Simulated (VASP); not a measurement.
# Y (Fm-3m) in VASP: further runs

Runs on Y. Level: PBE. Tasks: electric field gradients.

Program: VASP 6.6.1. These are calculated values, not measurements. Logs are shortened: lines on timing, memory, paths and dates and some standing lists are left out, and cuts for length are marked.

**1. The cell of the first run**

The structure is cubic, space group Fm-3m (No. 225). Conventional cell: a = 4.970 Å, b = 4.970 Å, c = 4.970 Å, α = 90.00°, β = 90.00°, γ = 90.00°. Within 4.6 Å of Y (site symmetry m-3m) lie 12 Y at 3.51 Å.

**2. Electric field gradients, PBE**

File INCAR:

```
SYSTEM = Y
PREC = Accurate
ENCUT = 520
EDIFF = 1E-8
ISMEAR = -1
SIGMA = 0.05
LREAL = .FALSE.
LASPH = .TRUE.
NELM = 100
ALGO = Normal
ISIF = 2
LWAVE = .FALSE.
LCHARG = .FALSE.
GGA = PE
LEFG = .TRUE.
NBANDS = 12
```

File KPOINTS:

```
regular mesh
0
G
  13 13 13
  0 0 0
```

File POSCAR:

```
Y
1.0
    0.0000000000      2.4850000000      2.4850000000
    2.4850000000      0.0000000000      2.4850000000
    2.4850000000      2.4850000000      0.0000000000
Y
1
Direct
    0.0000000000      0.0000000000      0.0000000000
```

Potentials or basis: VASP PAW PBE potentials, release 64 (Y_sv).

Started as:

```sh
$ cat potpaw_PBE.64/Y_sv/POTCAR > POTCAR
$ mpirun -np 1 vasp_std > vasp.out
```

OUTCAR:

```text
SYSTEM = Y
   PREC = Accurate
   ENCUT = 520
   EDIFF = 1E-8
   ISMEAR = -1
   LREAL = .FALSE.
   LASPH = .TRUE.
   NELM = 100
   ISIF = 2
   GGA = PE

 ion  position               nearest neighbor table
   1  0.000  0.000  0.000-

  LATTYP: Found a face centered cubic cell.
 ALAT       =     4.9700000000

  Lattice vectors:

 A1 = (   0.0000000000,   2.4850000000,   2.4850000000)
 A2 = (   2.4850000000,   0.0000000000,   2.4850000000)
 A3 = (   2.4850000000,   2.4850000000,   0.0000000000)

Analysis of symmetry for initial positions (statically):
=====================================================================
 Subroutine PRICEL returns:
 Original cell was already a primitive cell.

 Routine SETGRP: Setting up the symmetry group for a
 face centered cubic supercell.

 Subroutine GETGRP returns: Found 48 space group operations
 (whereof 48 operations were pure point group operations)
 out of a pool of 48 trial point group operations.

The static configuration has the point symmetry O_h .

Analysis of symmetry for dynamics (positions and initial velocities):
=====================================================================
 Subroutine PRICEL returns:
 Original cell was already a primitive cell.

 Routine SETGRP: Setting up the symmetry group for a
 face centered cubic supercell.

 Subroutine GETGRP returns: Found 48 space group operations
 (whereof 48 operations were pure point group operations)
 out of a pool of 48 trial point group operations.

The dynamic configuration has the point symmetry O_h .

 Subroutine INISYM returns: Found 48 space group operations
 (whereof 48 operations are pure point group operations),
 and found     1 'primitive' translations

----------------------------------------------------------------------------------------

                                     Primitive cell

  volume of cell :      30.6909

  direct lattice vectors                    reciprocal lattice vectors
     0.000000000  2.485000000  2.485000000    -0.201207243  0.201207243  0.201207243
     2.485000000  0.000000000  2.485000000     0.201207243 -0.201207243  0.201207243
     2.485000000  2.485000000  0.000000000     0.201207243  0.201207243 -0.201207243

  length of vectors
     3.514320702  3.514320702  3.514320702     0.348501169  0.348501169  0.348501169

  position of ions in fractional coordinates (direct lattice)
     0.000000000  0.000000000  0.000000000

  ion indices of the primitive-cell ions
   primitive index   ion index
                 1           1

----------------------------------------------------------------------------------------

 KPOINTS: regular mesh

Automatic generation of k-mesh.
 Grid dimensions read from file:
 generate k-points for:   13   13   13

 Generating k-lattice:

  Cartesian coordinates                     Fractional coordinates (reciprocal lattice)
    -0.015477480  0.015477480  0.015477480     0.076923077  0.000000000  0.000000000
     0.015477480 -0.015477480  0.015477480     0.000000000  0.076923077  0.000000000
     0.015477480  0.015477480 -0.015477480     0.000000000  0.000000000  0.076923077

  Length of vectors
     0.026807782  0.026807782  0.026807782

  Shift w.r.t. Gamma in fractional coordinates (k-lattice)
     0.000000000  0.000000000  0.000000000

 Subroutine IBZKPT returns following result:
 ===========================================

 Found     84 irreducible k-points:

 Following reciprocal coordinates:
            Coordinates               Weight
  0.000000  0.000000  0.000000      1.000000
  0.076923  0.000000  0.000000      8.000000
  0.153846  0.000000  0.000000      8.000000
  0.230769  0.000000  0.000000      8.000000
  0.307692  0.000000  0.000000      8.000000
  0.384615  0.000000  0.000000      8.000000
[... 16 lines left out ...]
  0.384615  0.153846  0.000000     24.000000
  0.461538  0.153846  0.000000     24.000000
 [... further k-points ...]
   k-points           NKPTS =     84   k-points in BZ     NKDIM =     84   number of bands    NBANDS=     12
   number of dos      NEDOS =    301   number of ions     NIONS =      1
   total plane-waves  NPLWV =  21952
   dimension x,y,z NGX =    28 NGY =   28 NGZ =   28
   dimension x,y,z NGXF=    56 NGYF=   56 NGZF=   56
   ions per type =               1
   NGX,Y,Z   is equivalent  to a cutoff of  13.25, 13.25, 13.25 a.u.
   NGXF,Y,Z  is equivalent  to a cutoff of  26.49, 26.49, 26.49 a.u.
 SYSTEM =  Y
   PREC   = accura    normal or accurate (medium, high low for compatibility)
   ISTART =      0    job   : 0-new  1-cont  2-samecut
   ICHARG =      2    charge: 1-file 2-atom 10-const
   ISPIN  =      1    spin polarized calculation?
   LNONCOLLINEAR =      F non collinear calculations
   LSORBIT =      F    spin-orbit coupling
   LASPH  =      T    aspherical Exc in radial PAW
   ENCUT  =  520.0 eV  38.22 Ry    6.18 a.u.   6.53  6.53  6.53*2*pi/ulx,y,z
   NELM   =    100;   NELMIN=  2; NELMDL= -5     # of ELM steps
   EDIFF  = 0.1E-07   stopping-criterion for ELM
   LREAL  =      F    real-space projection
   EDIFFG = 0.1E-06   stopping-criterion for IOM
   NSW    =      0    number of steps for IOM
   IBRION =     -1    ionic relax: 0-MD 1-quasi-New 2-CG
   NFREE  =      0    steps in history (QN), initial steepest desc. (CG)
   ISIF   =      2    stress and relaxation
   ISYM   =      2    0-nonsym 1-usesym 2-fastsym
   POTIM  = 0.5000    time-step for ionic-motion
   TEBEG  =    0.0;   TEEND  =   0.0 temperature during run
   PSTRESS=    0.0 pullay stress
   NELECT =      11.0000    total number of electrons
   NUPDOWN=      -1.0000    fix difference up-down
   EMIN   =  10.00;   EMAX   =-10.00  energy-range for DOS
   EFERMI =   0.00;   METHOD = LEGACY
   ISMEAR =    -1;   SIGMA  =   0.05  broadening in eV -4-tet -1-fermi 0-gaus
   EFERMI_NEDOS =   21; number of points for ismear=-14 and -15
   IALGO  =     38    algorithm
   IMIX   =      4    mixing-type and parameters
     AMIX     =   0.40;   BMIX     =  1.00
     AMIX_MAG =   1.60;   BMIX_MAG =  1.00
  volume/ion in A,a.u.               =      30.69       207.11
  Fermi-wavevector in a.u.,A,eV,Ry     =   1.162883  2.197530 18.399114  1.352297
  Thomas-Fermi vector in A             =   2.299439
   LORBIT       =      0    0 simple, 1 ext, 2 COOP (PROOUT), +10 PAW based schemes
   GGA     = PE    functional components
   LHFCALC =     F    Hartree Fock is set to
   AEXX    =    0.0000 exact exchange contribution
   IVDW    =     0    specifies the selected vdW correction
   LEPSILON=     F    determine dielectric tensor
   LRPA    =     F    only Hartree local field effects (RPA)
 non-spin polarized calculation
  energy-cutoff  :      520.00
  volume of cell :       30.69
 maximum number of plane-waves:       869
 NGX is ok and might be reduce to    28
   NGX = 13   NGY = 13   NGZ = 13

 number of electron      10.9999999 magnetization

 Free energy of the ion-electron system (eV)
  ---------------------------------------------------
  ext. energy  EPLUGINS =         0.00000000
  ---------------------------------------------------
  free energy    TOTEN  =        -6.40286695 eV

  energy without entropy =       -6.39125308  energy(sigma->0) =       -6.39706001

 E-fermi :   3.3855     XC(G=0):  -9.6889

 val. band max:        3.3850409100   @ k =   0.4615   0.2308   0.0769
 cond. band min:       3.4055495111   @ k =  -0.2308   0.3846   0.1538
 fundamental gap:      0.0205086010
 Fermi energy:         3.3855335450

 k-point     1 :       0.0000    0.0000    0.0000
  band No.  band energies     occupation
      1     -39.1527      2.00000
      2     -18.8033      2.00000
      3     -18.8033      2.00000
      4     -18.8033      2.00000
      5      -1.4539      2.00000
      6       5.2377      0.00000
      7       5.2377      0.00000
      8       5.2377      0.00000
      9       7.3922      0.00000
     10       7.3922      0.00000
     11      12.5240      0.00000
     12      15.9797      0.00000

 k-point     2 :       0.0769    0.0000    0.0000
  band No.  band energies     occupation
      1     -39.1479      2.00000
      2     -18.8451      2.00000
      3     -18.8085      2.00000
      4     -18.8085      2.00000
      5      -1.2963      2.00000
      6       5.0598      0.00000
      7       5.3116      0.00000
      8       5.3116      0.00000
      9       7.3068      0.00000
     10       7.3068      0.00000
     11      12.8869      0.00000
     12      15.2863      0.00000
[... 316 lines left out ...]
 k-point    24 :       0.4615    0.1538    0.0000
  band No.  band energies     occupation
      1     -39.0666      2.00000
      2     -19.4040      2.00000
      3     -18.9690      2.00000
      4     -18.9280      2.00000
      5       1.6655      2.00000
      6       3.5387      0.08924
      7       4.5967      0.00000
      8       5.6570      0.00000
      9       8.6612      0.00000
     10       9.0196      0.00000
     11      11.7531      0.00000
     12      13.8792      0.00000

 [... further k-points ...]

------------------------ aborting loop because EDIFF is reached ----------------------------------------

  FORCE on cell =-STRESS in cart. coord.  units (eV):
  Direction    XX          YY          ZZ          XY          YZ          ZX
  --------------------------------------------------------------------------------------
  -------------------------------------------------------------------------------------
  Total        0.4336383      0.4336383      0.4336383     -0.0000000      0.0000000     -0.0000000
  in kB       22.6375303     22.6375303     22.6375303     -0.0000000      0.0000000     -0.0000000
  external PRESSURE =      22.6375303 kB  Pullay stress =       0.0000000 kB

 VOLUME and BASIS-vectors are now :
 -----------------------------------------------------------------------------
  energy-cutoff  :      520.00
  volume of cell :       30.69
      direct lattice vectors                 reciprocal lattice vectors
     0.000000000  2.485000000  2.485000000    -0.201207243  0.201207243  0.201207243
     2.485000000  0.000000000  2.485000000     0.201207243 -0.201207243  0.201207243
     2.485000000  2.485000000  0.000000000     0.201207243  0.201207243 -0.201207243

 POSITION                                       TOTAL-FORCE (eV/Angst)
 -----------------------------------------------------------------------------------
      0.00000      0.00000      0.00000        -0.000000      0.000000     -0.000000
 -----------------------------------------------------------------------------------
    total drift:                               -0.000000     -0.000000     -0.000000

  FREE ENERGIE OF THE ION-ELECTRON SYSTEM (eV)
  ---------------------------------------------------
  free  energy   TOTEN  =        -6.4028669480 eV

  energy  without entropy=       -6.3912530762  energy(sigma->0) =       -6.39706001

 Electric field gradients (V/A^2)
---------------------------------------------------------------------
 ion       V_xx      V_yy      V_zz      V_xy      V_xz      V_yz
---------------------------------------------------------------------
   1       0.000    -0.000    -0.000     0.000     0.000     0.000
---------------------------------------------------------------------

 Electric field gradients after diagonalization (V/A^2)
 (convention: |V_zz| > |V_xx| > |V_yy|)
----------------------------------------------------------------------
 ion       V_xx      V_yy      V_zz     asymmetry (V_yy - V_xx)/ V_zz
----------------------------------------------------------------------
   1      -0.000    -0.000     0.000       0.000
----------------------------------------------------------------------

           NMR quadrupolar parameters

 Cq : quadrupolar parameter    Cq=e*Q*V_zz/h
 eta: asymmetry parameters     (V_yy - V_xx)/ V_zz
 Q  : nuclear electric quadrupole moment in mb (millibarn)
----------------------------------------------------------------------
 ion       Cq(MHz)       eta       Q (mb)
----------------------------------------------------------------------
   1       0.000       0.000       1.000
----------------------------------------------------------------------
```

It took 90 s on 1 thread of AMD EPYC 7R13, shared host; peak memory 0.16 GiB.

Results:

| Property | Result |
| --- | --- |
| Free energy | -6.4029 eV |
| Pressure | 2.3 GPa |

Caveat: without QUAD_EFG the Cq values of the log hold for a quadrupole moment of 1 mb, not for the nuclei.

(Continued in part 2 of 3.)
